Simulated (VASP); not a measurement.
# O2 in VASP: notebook

The runs below take O2 through single point, relaxation of the atoms, with LDA.

All numbers are computed with VASP 6.6.1; they aren't measurements. Logs are shortened: lines on timing, memory, paths and dates and some standing lists are left out, and cuts for length are marked.

## 1. The cell of the first run

The cell holds a molecule in a box, 2 atoms: a = 9.000 Å, b = 9.500 Å, c = 10.000 Å, α = 90.00°, β = 90.00°, γ = 90.00°.

## 2. Single point, LDA, collinear spin, ferromagnetic start

Contents of INCAR:

```
PREC = Accurate
ENCUT = 520
EDIFF = 1E-6
ISMEAR = 0
SIGMA = 0.05
LREAL = F
LASPH = T
NELM = 150
ALGO = Normal
ISIF = 2
LWAVE = F
LCHARG = F
ISPIN = 2
MAGMOM = 1 1
LORBIT = 11
NBANDS = 17
```

Contents of KPOINTS:

```
Automatic mesh
0
Gamma
  1 1 1
```

Contents of POSCAR:

```
O
1.0
    9.0000000000      0.0000000000      0.0000000000
    0.0000000000      9.5000000000      0.0000000000
    0.0000000000      0.0000000000     10.0000000000
O
2
Direct
    0.5000000000      0.5000000000      0.4400095021
    0.5000000000      0.5000000000      0.5599904979
```

Potentials or basis: VASP PAW LDA potentials, release 64 (O).

Command:

```console
$ cat potpaw_LDA.64/O/POTCAR > POTCAR
$ mpirun -np 1 vasp_gam > vasp.out
```

OUTCAR:

```text
PREC = Accurate
   ENCUT = 520
   EDIFF = 1E-6
   ISMEAR = 0
   LREAL = F
   LASPH = T
   NELM = 150
   ISIF = 2
   ISPIN = 2
   LORBIT = 11

 ion  position               nearest neighbor table
   1  0.500  0.500  0.440-   2 1.20
   2  0.500  0.500  0.560-   1 1.20

  LATTYP: Found a simple orthorhombic cell.
 ALAT       =     9.0000000000
 B/A-ratio  =     1.0555555556
 C/A-ratio  =     1.1111111111

  Lattice vectors:

 A1 = (   9.0000000000,   0.0000000000,   0.0000000000)
 A2 = (   0.0000000000,   9.5000000000,   0.0000000000)
 A3 = (   0.0000000000,   0.0000000000,  10.0000000000)

Analysis of symmetry for initial positions (statically):
=====================================================================
 Subroutine PRICEL returns:
 Original cell was already a primitive cell.

 Routine SETGRP: Setting up the symmetry group for a
 simple orthorhombic supercell.

 Subroutine GETGRP returns: Found  8 space group operations
 (whereof  8 operations were pure point group operations)
 out of a pool of  8 trial point group operations.

The static configuration has the point symmetry D_2h.

Analysis of symmetry for dynamics (positions and initial velocities):
=====================================================================
 Subroutine PRICEL returns:
 Original cell was already a primitive cell.

 Routine SETGRP: Setting up the symmetry group for a
 simple orthorhombic supercell.

 Subroutine GETGRP returns: Found  8 space group operations
 (whereof  8 operations were pure point group operations)
 out of a pool of  8 trial point group operations.

The dynamic configuration has the point symmetry D_2h.

Analysis of structural, dynamic, and magnetic symmetry:
=====================================================================
 Subroutine PRICEL returns:
 Original cell was already a primitive cell.

 Routine SETGRP: Setting up the symmetry group for a
 simple orthorhombic supercell.

 Subroutine GETGRP returns: Found  8 space group operations
 (whereof  8 operations were pure point group operations)
 out of a pool of  8 trial point group operations.

The overall configuration has the point symmetry D_2h.

 Subroutine INISYM returns: Found  8 space group operations
 (whereof  8 operations are pure point group operations),
 and found     1 'primitive' translations

----------------------------------------------------------------------------------------

                                     Primitive cell

  volume of cell :     855.0000

  direct lattice vectors                    reciprocal lattice vectors
     9.000000000  0.000000000  0.000000000     0.111111111  0.000000000  0.000000000
     0.000000000  9.500000000  0.000000000     0.000000000  0.105263158  0.000000000
     0.000000000  0.000000000 10.000000000     0.000000000  0.000000000  0.100000000

  length of vectors
     9.000000000  9.500000000 10.000000000     0.111111111  0.105263158  0.100000000

  position of ions in fractional coordinates (direct lattice)
     0.500000000  0.500000000  0.440009502
     0.500000000  0.500000000  0.559990498

  ion indices of the primitive-cell ions
   primitive index   ion index
                 1           1
                 2           2

----------------------------------------------------------------------------------------

 KPOINTS: Automatic mesh

Automatic generation of k-mesh.
 Grid dimensions read from file:
 generate k-points for:    1    1    1

 Generating k-lattice:

  Cartesian coordinates                     Fractional coordinates (reciprocal lattice)
     0.111111111  0.000000000  0.000000000     1.000000000  0.000000000  0.000000000
     0.000000000  0.105263158  0.000000000     0.000000000  1.000000000  0.000000000
     0.000000000  0.000000000  0.100000000     0.000000000  0.000000000  1.000000000

  Length of vectors
     0.111111111  0.105263158  0.100000000

  Shift w.r.t. Gamma in fractional coordinates (k-lattice)
     0.000000000  0.000000000  0.000000000

 Subroutine IBZKPT returns following result:
 ===========================================

 Found      1 irreducible k-points:

 Following reciprocal coordinates:
            Coordinates               Weight
  0.000000  0.000000  0.000000      1.000000
   k-points           NKPTS =      1   k-points in BZ     NKDIM =      1   number of bands    NBANDS=     17
   number of dos      NEDOS =    301   number of ions     NIONS =      2
   total plane-waves  NPLWV = 403200
   dimension x,y,z NGX =    70 NGY =   72 NGZ =   80
   dimension x,y,z NGXF=   140 NGYF=  144 NGZF=  160
   ions per type =               2
   NGX,Y,Z   is equivalent  to a cutoff of  12.93, 12.60, 13.30 a.u.
   NGXF,Y,Z  is equivalent  to a cutoff of  25.86, 25.20, 26.60 a.u.
 SYSTEM =  unknown system
   PREC   = accura    normal or accurate (medium, high low for compatibility)
   ISTART =      0    job   : 0-new  1-cont  2-samecut
   ICHARG =      2    charge: 1-file 2-atom 10-const
   ISPIN  =      2    spin polarized calculation?
   LNONCOLLINEAR =      F non collinear calculations
   LSORBIT =      F    spin-orbit coupling
   LASPH  =      T    aspherical Exc in radial PAW
   ENCUT  =  520.0 eV  38.22 Ry    6.18 a.u.  16.73 17.66 18.59*2*pi/ulx,y,z
   NELM   =    150;   NELMIN=  2; NELMDL= -5     # of ELM steps
   EDIFF  = 0.1E-05   stopping-criterion for ELM
   LREAL  =      F    real-space projection
   EDIFFG = 0.1E-04   stopping-criterion for IOM
   NSW    =      0    number of steps for IOM
   IBRION =     -1    ionic relax: 0-MD 1-quasi-New 2-CG
   NFREE  =      0    steps in history (QN), initial steepest desc. (CG)
   ISIF   =      2    stress and relaxation
   ISYM   =      2    0-nonsym 1-usesym 2-fastsym
   POTIM  = 0.5000    time-step for ionic-motion
   TEBEG  =    0.0;   TEEND  =   0.0 temperature during run
   PSTRESS=    0.0 pullay stress
   NELECT =      12.0000    total number of electrons
   NUPDOWN=      -1.0000    fix difference up-down
   EMIN   =  10.00;   EMAX   =-10.00  energy-range for DOS
   EFERMI =   0.00;   METHOD = LEGACY
   ISMEAR =     0;   SIGMA  =   0.05  broadening in eV -4-tet -1-fermi 0-gaus
   EFERMI_NEDOS =   21; number of points for ismear=-14 and -15
   IALGO  =     38    algorithm
   IMIX   =      4    mixing-type and parameters
     AMIX     =   0.40;   BMIX     =  1.00
     AMIX_MAG =   1.60;   BMIX_MAG =  1.00
  volume/ion in A,a.u.               =     427.50      2884.91
  Fermi-wavevector in a.u.,A,eV,Ry     =   0.394893  0.746240  2.121703  0.155941
  Thomas-Fermi vector in A             =   1.339966
   LORBIT       =     11    0 simple, 1 ext, 2 COOP (PROOUT), +10 PAW based schemes
   GGA     = CA    functional components
   LHFCALC =     F    Hartree Fock is set to
   AEXX    =    0.0000 exact exchange contribution
   IVDW    =     0    specifies the selected vdW correction
   LEPSILON=     F    determine dielectric tensor
   LRPA    =     F    only Hartree local field effects (RPA)
 spin polarized calculation
 Gauss-broadening in eV      SIGMA  =   0.05
  energy-cutoff  :      520.00
  volume of cell :      855.00
 maximum number of plane-waves:     11510
 NGX is ok and might be reduce to    70
   NGX = 33   NGY = 35   NGZ = 37

 number of electron      12.0000002 magnetization       2.0000000

 Free energy of the ion-electron system (eV)
  ---------------------------------------------------
  ext. energy  EPLUGINS =         0.00000000
  ---------------------------------------------------
  free energy    TOTEN  =       -10.45768491 eV

  energy without entropy =      -10.45768491  energy(sigma->0) =      -10.45768491

 E-fermi :  -6.3448     XC(G=0):  -0.6128

 val. band max:       -6.6776912109   @ k =   0.0000   0.0000   0.0000
 cond. band min:      -4.7126133662   @ k =   0.0000   0.0000   0.0000
 fundamental gap:      1.9650778446
 Fermi energy:        -6.3447696488

 spin component 1

 k-point     1 :       0.0000    0.0000    0.0000
  band No.  band energies     occupation
      1     -33.1507      1.00000
      2     -20.0287      1.00000
      3     -13.6464      1.00000
      4     -13.6464      1.00000
      5     -13.6302      1.00000
      6      -6.6777      1.00000
[... 9 lines left out ...]
     16       2.8964      0.00000
     17       2.9095      0.00000
 Fermi energy:        -6.3447696488

 spin component 2

 k-point     1 :       0.0000    0.0000    0.0000
  band No.  band energies     occupation
      1     -31.9333      1.00000
      2     -18.4090      1.00000
      3     -12.5341      1.00000
      4     -12.0009      1.00000
      5     -12.0009      1.00000
      6      -4.7126      0.00000
[... 9 lines left out ...]
     16       2.9484      0.00000
     17       2.9536      0.00000

------------------------ aborting loop because EDIFF is reached ----------------------------------------

  FORCE on cell =-STRESS in cart. coord.  units (eV):
  Direction    XX          YY          ZZ          XY          YZ          ZX
  --------------------------------------------------------------------------------------
  -------------------------------------------------------------------------------------
  Total       -0.0684548     -0.0683631      2.0609352      0.0000000      0.0000000      0.0000000
  in kB       -0.1282768     -0.1281051      3.8619692      0.0000000      0.0000000      0.0000000
  external PRESSURE =       1.2018624 kB  Pullay stress =       0.0000000 kB

 VOLUME and BASIS-vectors are now :
 -----------------------------------------------------------------------------
  energy-cutoff  :      520.00
  volume of cell :      855.00
      direct lattice vectors                 reciprocal lattice vectors
     9.000000000  0.000000000  0.000000000     0.111111111  0.000000000  0.000000000
     0.000000000  9.500000000  0.000000000     0.000000000  0.105263158  0.000000000
     0.000000000  0.000000000 10.000000000     0.000000000  0.000000000  0.100000000

 POSITION                                       TOTAL-FORCE (eV/Angst)
 -----------------------------------------------------------------------------------
      4.50000      4.75000      4.40010         0.000000      0.000000     -1.786155
      4.50000      4.75000      5.59990         0.000000      0.000000      1.786155
 -----------------------------------------------------------------------------------
    total drift:                                0.000000      0.000000     -0.000000

  FREE ENERGIE OF THE ION-ELECTRON SYSTEM (eV)
  ---------------------------------------------------
  free  energy   TOTEN  =       -10.4576849052 eV

  energy  without entropy=      -10.4576849052  energy(sigma->0) =      -10.45768491

 total charge

# of ion       s       p       d       tot
------------------------------------------
    1        1.602   3.322   0.000   4.924
    2        1.602   3.322   0.000   4.924
--------------------------------------------------
tot          3.205   6.643   0.000   9.848

 magnetization (x)

# of ion       s       p       d       tot
------------------------------------------
    1        0.008   0.795   0.000   0.803
    2        0.008   0.795   0.000   0.803
--------------------------------------------------
tot          0.016   1.590   0.000   1.606
```

Run time: 34 s. Hardware: 1 thread of Oxide Virtual Turin-like, shared host; peak memory 0.6 GiB.

Results:

- Free energy: -10.4577 eV
- Largest force: 1.786 eV/Å
- Gap between the frontier levels: 1.97 eV
- Net moment: 2.00 μB per cell
- Site moments: O +0.80 μB
- Valence electrons inside the program's atomic spheres: O 4.92

Forces on the atoms (eV/Å):
```
O    0.000  0.000 -1.786
O    0.000  0.000  1.786
```

Levels at points of the mesh, in eV from the valence-band top:
Spin up:
```csv
k point,band 5,band 6,band 7,band 8,band 9,band 10
"(0.00, 0.00, 0.00)",-6.95,0.00,0.00,6.45,7.70,7.97
```
Spin down:
```tsv
k point	band 2	band 3	band 4	band 5	band 6	band 7	band 8	band 9
(0.00, 0.00, 0.00)	-11.73	-5.86	-5.32	-5.32	1.97	1.97	6.50	7.82
```

Caveat: the standard files for N, O and F lose accuracy on very short bonds.

## 3. Relaxation of the atoms, LDA, collinear spin, ferromagnetic start

Contents of INCAR:

```
PREC = Accurate ; ENCUT = 520
EDIFF = 1E-6 ; ISMEAR = 0
SIGMA = 0.05 ; LREAL = False
LASPH = True ; NELM = 150
ALGO = Normal ; ISIF = 2
LWAVE = False ; LCHARG = False
ISPIN = 2 ; MAGMOM = 1 1
LORBIT = 11 ; IBRION = 2
NSW = 50 ; EDIFFG = -0.01
```

Contents of KPOINTS:

```
regular mesh
0
Gamma
  1 1 1
```

Contents of POSCAR:

```
O
1.0
    9.0000000000      0.0000000000      0.0000000000
    0.0000000000      9.5000000000      0.0000000000
    0.0000000000      0.0000000000     10.0000000000
O
2
Direct
    0.5000000000      0.5000000000      0.4385000000
    0.5000000000      0.5000000000      0.5615000000
```

Potentials or basis: VASP PAW LDA potentials, release 64 (O).

Command:

```console
$ cat potpaw_LDA.64/O/POTCAR > POTCAR
$ mpirun -np 1 vasp_gam > vasp.out
```

Run time: 77 s. Hardware: 1 thread of Oxide Virtual Turin-like, shared host; peak memory 0.6 GiB.

Results (log left out):

```yaml
Free_energy: -10.4761 eV
Energy_gained_by_relaxing: 1.5 meV/atom
Ionic_steps: 3
Largest_force_after_relaxing: 0.009 eV/Å
Gap_between_the_frontier_levels: 1.97 eV
Net_moment: 2.00 μB per cell
Site_moments: O +0.81 μB
Valence_electrons_inside_the_program's_atomic_spheres: O 4.89
```

Forces in eV/Å, atoms in the order of the input:
```
O    0.000  0.000 -0.009
O    0.000  0.000  0.009
```

Step by step:
| step | energy change (eV) | largest force (eV/Å) | pressure (GPa) |
| --- | --- | --- | --- |
| 1 | 0.0000 | 0.6764 | -0.06 |
| 2 | 0.1392 | 5.4266 | 0.38 |
| 3 | -0.0031 | 0.0087 | -0.01 |

Final structure:
```
O
1.0
     9.00000    0.00000    0.00000
     0.00000    9.50000    0.00000
     0.00000    0.00000   10.00000
O
2
Direct
  0.50000 0.50000 0.43896
  0.50000 0.50000 0.56104
```

Levels at points of the mesh, in eV from the valence-band top:
Spin up:
| k point | band 4 | band 5 | band 6 | band 7 | band 8 | band 9 | band 10 | band 11 |
| --- | --- | --- | --- | --- | --- | --- | --- | --- |
| (0.00, 0.00, 0.00) | -6.61 | -6.61 | 0.00 | 0.00 | 6.61 | 7.80 | 8.10 | 8.18 |
Spin down:
```tsv
k point	band 1	band 2	band 3	band 4	band 5	band 6	band 7	band 8	band 9	band 10
(0.00, 0.00, 0.00)	-24.61	-11.73	-5.65	-4.96	-4.96	1.97	1.97	6.65	7.94	8.13
```

Caveat: the standard files for N, O and F lose accuracy on very short bonds.
